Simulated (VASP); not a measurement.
# N (R-3c) in VASP: single point with PBE

Aim: the single point of N with PBE.

All numbers are computed with VASP 6.6.1; they aren't measurements. Logs are shortened: lines on timing, memory, paths and dates and some standing lists are left out, and cuts for length are marked.

## 1. The cell of the first run

It takes space group R-3c (No. 167, trigonal). The conventional cell has a = 10.582 Å, b = 10.582 Å, c = 14.245 Å, α = 90.00°, β = 90.00°, γ = 120.00°. Within 1.5 Å of N (site symmetry 1) lie 1 N at 1.10 Å. N (site symmetry 3) has 1 N at 1.10 Å within 1.5 Å.

## 2. Single point, PBE

Contents of INCAR:

```
PREC = Accurate
ENCUT = 1330
EDIFF = 1E-6
ISMEAR = 0
SIGMA = 0.02
LREAL = Auto
LASPH = True
NELM = 120
ALGO = Normal
ISIF = 2
LWAVE = False
LCHARG = True
GGA = PE
LELF = True
LVHAR = True
NBANDS = 54
GGA_COMPAT = False
```

Contents of KPOINTS:

```
Automatic mesh
0
Gamma
  3 3 3
```

Contents of POSCAR:

```
N
1.0
    5.2910286572      3.0547768195      4.7483533808
   -5.2910286572      3.0547768195      4.7483533808
    0.0000000000     -6.1095536391      4.7483533808
N
16
Direct
    0.5536736620      0.0344261084      0.7131311227
    0.9655738916      0.2868688773      0.4463263380
    0.7131311227      0.5536736620      0.0344261084
    0.9613236726      0.9613236726      0.9613236726
    0.5344261084      0.0536736620      0.2131311227
    0.7868688773      0.4655738916      0.9463263380
    0.2868688773      0.4463263380      0.9655738916
    0.0386763274      0.0386763274      0.0386763274
    0.4655738916      0.9463263380      0.7868688773
    0.5386763274      0.5386763274      0.5386763274
    0.4463263380      0.9655738916      0.2868688773
    0.4613236726      0.4613236726      0.4613236726
    0.0344261084      0.7131311227      0.5536736620
    0.9463263380      0.7868688773      0.4655738916
    0.2131311227      0.5344261084      0.0536736620
    0.0536736620      0.2131311227      0.5344261084
```

Potentials or basis: VASP PAW PBE potentials, release 64 (N_h).

Launch:

```sh
> cat potpaw_PBE.64/N_h/POTCAR > POTCAR
> mpirun -np 1 vasp_std > vasp.out
```

OUTCAR:

```text
PREC = Accurate
   ENCUT = 1330
   EDIFF = 1E-6
   ISMEAR = 0
   LREAL = Auto
   LASPH = True
   NELM = 120
   ISIF = 2
   GGA = PE

 ion  position               nearest neighbor table
   1  0.554  0.034  0.713-   9 1.10
   2  0.966  0.287  0.446-  16 1.10
   3  0.713  0.554  0.034-   6 1.10
   4  0.961  0.961  0.961-   8 1.10
   5  0.534  0.054  0.213-  11 1.10
   6  0.787  0.466  0.946-   3 1.10
[... 8 lines left out ...]
  15  0.213  0.534  0.054-   7 1.10
  16  0.054  0.213  0.534-   2 1.10

  LATTYP: Found a trigonal (rhomboedric) cell.
 ALAT       =     7.7377971993
 COS(alpha) =     0.0648623621

  Lattice vectors:

 A1 = (   5.2910286572,   3.0547768195,   4.7483533808)
 A2 = (  -5.2910286572,   3.0547768195,   4.7483533808)
 A3 = (   0.0000000000,  -6.1095536391,   4.7483533808)

Analysis of symmetry for initial positions (statically):
=====================================================================
 Subroutine PRICEL returns:
 Original cell was already a primitive cell.

 Routine SETGRP: Setting up the symmetry group for a
 trigonal (rhombohedral) supercell.

 Subroutine GETGRP returns: Found 12 space group operations
 (whereof  6 operations were pure point group operations)
 out of a pool of 12 trial point group operations.

The static configuration has the point symmetry S_6 .
 The point group associated with its full space group is D_3d.

Analysis of symmetry for dynamics (positions and initial velocities):
=====================================================================
 Subroutine PRICEL returns:
 Original cell was already a primitive cell.

 Routine SETGRP: Setting up the symmetry group for a
 trigonal (rhombohedral) supercell.

 Subroutine GETGRP returns: Found 12 space group operations
 (whereof  6 operations were pure point group operations)
 out of a pool of 12 trial point group operations.

The dynamic configuration has the point symmetry S_6 .
 The point group associated with its full space group is D_3d.

 Subroutine INISYM returns: Found 12 space group operations
 (whereof  6 operations are pure point group operations),
 and found     1 'primitive' translations

----------------------------------------------------------------------------------------

                                     Primitive cell

  volume of cell :     460.4833

  direct lattice vectors                    reciprocal lattice vectors
     5.291028657  3.054776819  4.748353381     0.094499583  0.054559359  0.070199774
    -5.291028657  3.054776819  4.748353381    -0.094499583  0.054559359  0.070199774
     0.000000000 -6.109553639  4.748353381     0.000000000 -0.109118719  0.070199774

  length of vectors
     7.737797199  7.737797199  7.737797199     0.129749386  0.129749386  0.129749386

  position of ions in fractional coordinates (direct lattice)
     0.553673662  0.034426108  0.713131123
     0.965573892  0.286868877  0.446326338
     0.713131123  0.553673662  0.034426108
     0.961323673  0.961323673  0.961323673
     0.534426108  0.053673662  0.213131123
     0.786868877  0.465573892  0.946326338
[... 8 lines left out ...]
     0.213131123  0.534426108  0.053673662
     0.053673662  0.213131123  0.534426108

  ion indices of the primitive-cell ions
   primitive index   ion index
                 1           1
                 2           2
                 3           3
                 4           4
                 5           5
                 6           6
[... 8 lines left out ...]
                15          15
                16          16

----------------------------------------------------------------------------------------

 KPOINTS: Automatic mesh

Automatic generation of k-mesh.
 Grid dimensions read from file:
 generate k-points for:    3    3    3

 Generating k-lattice:

  Cartesian coordinates                     Fractional coordinates (reciprocal lattice)
     0.031499861  0.018186453  0.023399925     0.333333333 -0.000000000  0.000000000
    -0.031499861  0.018186453  0.023399925    -0.000000000  0.333333333  0.000000000
     0.000000000 -0.036372906  0.023399925     0.000000000  0.000000000  0.333333333

  Length of vectors
     0.043249795  0.043249795  0.043249795

  Shift w.r.t. Gamma in fractional coordinates (k-lattice)
     0.000000000  0.000000000  0.000000000

 Subroutine IBZKPT returns following result:
 ===========================================

 Found      6 irreducible k-points:

 Following reciprocal coordinates:
            Coordinates               Weight
  0.000000  0.000000  0.000000      1.000000
  0.333333  0.000000  0.000000      6.000000
  0.333333  0.333333  0.000000      6.000000
 -0.333333  0.333333  0.000000      6.000000
  0.333333  0.333333  0.333333      2.000000
 -0.333333  0.333333  0.333333      6.000000
   k-points           NKPTS =      6   k-points in BZ     NKDIM =      6   number of bands    NBANDS=     54
   number of dos      NEDOS =    301   number of ions     NIONS =     16
   total plane-waves  NPLWV = 884736
   dimension x,y,z NGX =    96 NGY =   96 NGZ =   96
   dimension x,y,z NGXF=   192 NGYF=  192 NGZF=  192
   ions per type =              16
   NGX,Y,Z   is equivalent  to a cutoff of  20.63, 20.63, 20.63 a.u.
   NGXF,Y,Z  is equivalent  to a cutoff of  41.25, 41.25, 41.25 a.u.
 SYSTEM =  unknown system
   PREC   = accura    normal or accurate (medium, high low for compatibility)
   ISTART =      0    job   : 0-new  1-cont  2-samecut
   ICHARG =      2    charge: 1-file 2-atom 10-const
   ISPIN  =      1    spin polarized calculation?
   LNONCOLLINEAR =      F non collinear calculations
   LSORBIT =      F    spin-orbit coupling
   LASPH  =      T    aspherical Exc in radial PAW
   ENCUT  = 1330.0 eV  97.75 Ry    9.89 a.u.  23.01 23.01 23.01*2*pi/ulx,y,z
   NELM   =    120;   NELMIN=  2; NELMDL= -5     # of ELM steps
   EDIFF  = 0.1E-05   stopping-criterion for ELM
   LREAL  =      T    real-space projection
   EDIFFG = 0.1E-04   stopping-criterion for IOM
   NSW    =      0    number of steps for IOM
   IBRION =     -1    ionic relax: 0-MD 1-quasi-New 2-CG
   NFREE  =      0    steps in history (QN), initial steepest desc. (CG)
   ISIF   =      2    stress and relaxation
   ISYM   =      2    0-nonsym 1-usesym 2-fastsym
   POTIM  = 0.5000    time-step for ionic-motion
   TEBEG  =    0.0;   TEEND  =   0.0 temperature during run
   PSTRESS=    0.0 pullay stress
   NELECT =      80.0000    total number of electrons
   NUPDOWN=      -1.0000    fix difference up-down
   EMIN   =  10.00;   EMAX   =-10.00  energy-range for DOS
   EFERMI =   0.00;   METHOD = LEGACY
   ISMEAR =     0;   SIGMA  =   0.02  broadening in eV -4-tet -1-fermi 0-gaus
   EFERMI_NEDOS =   21; number of points for ismear=-14 and -15
   IALGO  =     38    algorithm
   IMIX   =      4    mixing-type and parameters
     AMIX     =   0.40;   BMIX     =  1.00
     AMIX_MAG =   1.60;   BMIX_MAG =  1.00
  volume/ion in A,a.u.               =      28.78       194.22
  Fermi-wavevector in a.u.,A,eV,Ry     =   0.913482  1.726231 11.353384  0.834450
  Thomas-Fermi vector in A             =   2.037999
   LORBIT       =      0    0 simple, 1 ext, 2 COOP (PROOUT), +10 PAW based schemes
   GGA     = PE    functional components
   LHFCALC =     F    Hartree Fock is set to
   AEXX    =    0.0000 exact exchange contribution
   IVDW    =     0    specifies the selected vdW correction
   LEPSILON=     F    determine dielectric tensor
   LRPA    =     F    only Hartree local field effects (RPA)
 non-spin polarized calculation
 Gauss-broadening in eV      SIGMA  =   0.02
  energy-cutoff  :     1330.00
  volume of cell :      460.48
 maximum number of plane-waves:     50767
 NGX is ok and might be reduce to    96
   NGX = 45   NGY = 45   NGZ = 45

 number of electron      79.9999999 magnetization

 Free energy of the ion-electron system (eV)
  ---------------------------------------------------
  ext. energy  EPLUGINS =         0.00000000
  ---------------------------------------------------
  free energy    TOTEN  =      -134.78841827 eV

  energy without entropy =     -134.78841827  energy(sigma->0) =     -134.78841827

 E-fermi :  -7.0053     XC(G=0):  -5.6292

 val. band max:       -7.1505784169   @ k =   0.0000   0.0000   0.0000
 cond. band min:       0.5971009966   @ k =   0.3333   0.3333   0.0000
 fundamental gap:      7.7476794135
 Fermi energy:        -7.0053075772

 k-point     1 :       0.0000    0.0000    0.0000
  band No.  band energies     occupation
      1     -25.2660      2.00000
      2     -25.2573      2.00000
      3     -25.2573      2.00000
      4     -25.2419      2.00000
      5     -25.2409      2.00000
      6     -25.2409      2.00000
[... 44 lines left out ...]
     51       1.0698      0.00000
     52       1.1045      0.00000

 k-point     2 :       0.3333    0.0000    0.0000
  band No.  band energies     occupation
      1     -25.2630      2.00000
      2     -25.2587      2.00000
      3     -25.2540      2.00000
      4     -25.2460      2.00000
      5     -25.2414      2.00000
      6     -25.2411      2.00000
[... 44 lines left out ...]
     51       1.0935      0.00000
     52       1.1476      0.00000

 k-point     3 :       0.3333    0.3333    0.0000
  band No.  band energies     occupation
      1     -25.2610      2.00000
      2     -25.2560      2.00000
      3     -25.2537      2.00000
      4     -25.2461      2.00000
      5     -25.2458      2.00000
      6     -25.2412      2.00000
[... 44 lines left out ...]
     51       1.0508      0.00000
     52       1.0990      0.00000

 k-point     4 :      -0.3333    0.3333    0.0000
  band No.  band energies     occupation
      1     -25.2603      2.00000
      2     -25.2570      2.00000
      3     -25.2535      2.00000
      4     -25.2463      2.00000
      5     -25.2455      2.00000
      6     -25.2412      2.00000
[... 44 lines left out ...]
     51       1.0458      0.00000
     52       1.1031      0.00000

 k-point     5 :       0.3333    0.3333    0.3333
  band No.  band energies     occupation
      1     -25.2584      2.00000
      2     -25.2535      2.00000
      3     -25.2535      2.00000
      4     -25.2469      2.00000
      5     -25.2453      2.00000
      6     -25.2453      2.00000
[... 44 lines left out ...]
     51       1.0799      0.00000
     52       1.1408      0.00000

 k-point     6 :      -0.3333    0.3333    0.3333
  band No.  band energies     occupation
      1     -25.2567      2.00000
      2     -25.2551      2.00000
      3     -25.2538      2.00000
      4     -25.2465      2.00000
      5     -25.2458      2.00000
      6     -25.2451      2.00000
[... 44 lines left out ...]
     51       1.0963      0.00000
     52       1.1795      0.00000
 [bands above 52 left out]

------------------------ aborting loop because EDIFF is reached ----------------------------------------

  FORCE on cell =-STRESS in cart. coord.  units (eV):
  Direction    XX          YY          ZZ          XY          YZ          ZX
  --------------------------------------------------------------------------------------
  -------------------------------------------------------------------------------------
  Total       -0.0353248     -0.0353248      0.0088540      0.0000000     -0.0000000      0.0000000
  in kB       -0.1229070     -0.1229070      0.0308061      0.0000000     -0.0000000      0.0000000
  external PRESSURE =      -0.0716693 kB  Pullay stress =       0.0000000 kB

 VOLUME and BASIS-vectors are now :
 -----------------------------------------------------------------------------
  energy-cutoff  :     1330.00
  volume of cell :      460.48
      direct lattice vectors                 reciprocal lattice vectors
     5.291028657  3.054776819  4.748353381     0.094499583  0.054559359  0.070199774
    -5.291028657  3.054776819  4.748353381    -0.094499583  0.054559359  0.070199774
     0.000000000 -6.109553639  4.748353381     0.000000000 -0.109118719  0.070199774

 POSITION                                       TOTAL-FORCE (eV/Angst)
 -----------------------------------------------------------------------------------
      2.74735     -2.56040      6.17870         0.003965      0.043093      0.016893
      3.59105      1.09908      8.06636        -0.035337      0.024980     -0.016893
      0.84369      3.65948      6.17870        -0.039302     -0.018112      0.016893
      0.00000     -0.00000     13.69411         0.000000      0.000000     -0.055950
      2.54367      0.49438      3.80453        -0.003965      0.043093      0.016893
      1.69998     -1.95570     10.44053         0.035337      0.024980     -0.016893
[... 8 lines left out ...]
     -1.69998      1.95570      3.80453        -0.035337     -0.024980      0.016893
     -0.84369     -2.45008      3.80453         0.039302     -0.018112      0.016893
 -----------------------------------------------------------------------------------
    total drift:                                0.000000      0.000000     -0.000000

  FREE ENERGIE OF THE ION-ELECTRON SYSTEM (eV)
  ---------------------------------------------------
  free  energy   TOTEN  =      -134.7884182727 eV

  energy  without entropy=     -134.7884182727  energy(sigma->0) =     -134.78841827
```

It took 14 min on 1 thread of Intel Xeon Platinum 8259CL at 2.50GHz (Skylake/Cascade Lake), shared host; peak memory 1.6 GiB.

What came out:

* Free energy: -134.7884 eV
* Pressure: 0.0 GPa
* Largest force: 0.056 eV/Å
* Band gap on the k mesh: 7.75 eV (least direct gap 7.77 eV)

Forces on the atoms (eV/Å):
```
N    0.004  0.043  0.017
N   -0.035  0.025 -0.017
N   -0.039 -0.018  0.017
N    0.000  0.000 -0.056
N   -0.004  0.043  0.017
N    0.035  0.025 -0.017
N    0.039  0.018 -0.017
N    0.000  0.000  0.056
N    0.004 -0.043 -0.017
N    0.000  0.000  0.056
N   -0.004 -0.043 -0.017
N    0.000  0.000 -0.056
N    0.035 -0.025  0.017
N   -0.039  0.018 -0.017
N   -0.035 -0.025  0.017
N    0.039 -0.018  0.017
```

Caveat: this functional lacks dispersion, which holds the molecules together, so the pressure and a relaxed volume are unreliable.
